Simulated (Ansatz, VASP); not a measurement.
# Ta12H3C in VASP and in Ansatz

The input INCAR:

```
SYSTEM = Ta12H3C
ALGO = Normal ; DIPOL = 0.5 0.5 0.494
EDIFF = 1E-6 ; ENCUT = 520
GGA = PE ; IDIPOL = 3
ISIF = 2 ; ISMEAR = 0
IVDW = 12 ; LASPH = .True.
LCHARG = .True. ; LDIPOL = .True.
LELF = .True. ; LREAL = Auto
LVACPOTAV = .True. ; LVHAR = .True.
LWAVE = .False. ; NBANDS = 84
NELM = 60 ; PREC = Accurate
SIGMA = 0.1
```

Contents of KPOINTS:

```
k-points
0
Gamma
  4 4 1
  0 0 0
```

Contents of POSCAR:

```
Ta12H3C
1.0
    5.6896945749      0.0000000000      0.0000000000
   -1.8965648583      5.3642954891      0.0000000000
    0.0000000000      0.0000000000     23.0184181232
Ta C H
12 1 3
Direct
    0.2500000000      0.2500000000      0.3475477749
    0.2500000000      0.7500000000      0.3475477749
    0.7500000000      0.2500000000      0.3475477749
    0.7500000000      0.7500000000      0.3475477749
    0.4986804797      0.4999645253      0.4456197641
    0.4995519126      0.0004183599      0.4477231144
   -0.0010404227      0.5011937873      0.4454761754
    0.0000647938      0.0014564571      0.4456212442
    0.7517028747      0.7483871716      0.5415068663
    0.7523251632      0.2556220272      0.5473747778
    0.2444864347      0.7476996882      0.5474128143
    0.2480126274      0.2522205803      0.5447502269
    0.4277622701      0.0724899643      0.6196225875
    0.3570934143     -0.1221751677      0.6382117467
    0.6223766589      0.1433741741      0.6382210394
    0.3253072617      0.1747106331      0.6446691816
```

Input for Ansatz:

```yaml
crystal:
  lattice:
    - [5.6896945749, 0.0, 0.0]
    - [-1.8965648583, 5.3642954891, 0.0]
    - [0.0, 0.0, 23.0184181232]
  atoms:
    - { symbol: Ta, position: [0.25, 0.25, 0.3475477749] }
    - { symbol: Ta, position: [0.25, 0.75, 0.3475477749] }
    - { symbol: Ta, position: [0.75, 0.25, 0.3475477749] }
    - { symbol: Ta, position: [0.75, 0.75, 0.3475477749] }
    - { symbol: Ta, position: [0.4986804797, 0.4999645253, 0.4456197641] }
    - { symbol: Ta, position: [0.4995519126, 0.0004183599, 0.4477231144] }
    - { symbol: Ta, position: [-0.0010404227, 0.5011937873, 0.4454761754] }
    - { symbol: Ta, position: [6.47938e-05, 0.0014564571, 0.4456212442] }
    - { symbol: Ta, position: [0.7517028747, 0.7483871716, 0.5415068663] }
    - { symbol: Ta, position: [0.7523251632, 0.2556220272, 0.5473747778] }
    - { symbol: Ta, position: [0.2444864347, 0.7476996882, 0.5474128143] }
    - { symbol: Ta, position: [0.2480126274, 0.2522205803, 0.5447502269] }
    - { symbol: C, position: [0.4277622701, 0.0724899643, 0.6196225875] }
    - { symbol: H, position: [0.3570934143, -0.1221751677, 0.6382117467] }
    - { symbol: H, position: [0.6223766589, 0.1433741741, 0.6382210394] }
    - { symbol: H, position: [0.3253072617, 0.1747106331, 0.6446691816] }
basis:
  ecutwfc: 420
kpoints:
  mp_grid: { grid: [4, 4, 1] }
hamiltonian:
  xc: pbe
  dispersion: d3bj
scf:
  occupations: { method: gaussian, width: 0.1 }
output:
  forces: true
  eigenvalues: true
  write_density: true
  volumetric_format: npy
efield:
  axis: 3
  dipole_correction: true
  ramp_width: 0.04
```

Alike in both runs: task single point; functional PBE; dispersion D3(BJ); k mesh 4 × 4 × 1; occupations gaussian, width 0.1 eV; no spin polarisation.

```csv
,VASP,Ansatz
version,VASP 6.6.1,Ansatz 0.2.0
potentials or method,"VASP PAW PBE potentials, release 64 (Ta_pv, C, H), cutoff 520 eV","scalar-relativistic, plane waves, PAW"
valence electrons in the cell,139,163
```

|  | VASP | Ansatz | Ansatz less VASP |
| --- | --- | --- | --- |
| gap on the k mesh at the Fermi level (eV) | none | none | - |
| rms of the force components (eV/Å) | 0.038 | 0.038 | -0.0003 |
| work function, face that differs most (eV) | 4.77 | 4.77 | +0.002 |

Atom by atom the forces differ by 0.007 eV/Å (rms over components). A gap of «none» marks a metal or a gap that the smearing closes. VASP's potentials hold 139 valence electrons a cell and Ansatz's 163, so a difference there can come from the potentials and not from the codes.

Neither program's run includes spin-orbit coupling.
